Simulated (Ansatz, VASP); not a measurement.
**GaAs in VASP and in Ansatz**

```xyz
2
Lattice="0.0000 2.8016 2.8016 2.8016 0.0000 2.8016 2.8016 2.8016 0.0000" Properties=species:S:1:pos:R:3 pbc="T T T"
Ga    0.0000    0.0000    0.0000
As    4.2024    4.2024    4.2024
```

Alike in both runs: functional LDA; k mesh 10 × 10 × 10; occupations gaussian, width 0.02 eV; no spin polarisation.

Ansatz relaxed the structure, and its values are those at the end. VASP's run is a single point on that final structure, the one shown.

```csv
,VASP,Ansatz
version,VASP 6.6.1,Ansatz 0.2.0
potentials or method,"VASP PAW LDA potentials, release 64 (Ga_d, As), cutoff 520 eV","scalar-relativistic, plane waves, PAW"
valence electrons in the cell,18,28
```

Ansatz gave:

| Property | Result |
| --- | --- |
| gap on the k mesh at the Fermi level (eV) | 0.49 |
| least direct gap on the mesh (eV) | 0.49 |
| pressure (GPa) | 0.0 |

Task: What did VASP give for the same quantities?

Result: gap on the k mesh at the Fermi level (eV): 0.54; least direct gap on the mesh (eV): 0.54; pressure (GPa): 0.3.

Ansatz warns that its potentials were made for another functional, while VASP's fit it. LDA's correlation is that of Perdew and Zunger in VASP and of Perdew and Wang (1992) in Ansatz. VASP's potentials hold 18 valence electrons a cell and Ansatz's 28, so a difference there can come from the potentials and not from the codes.
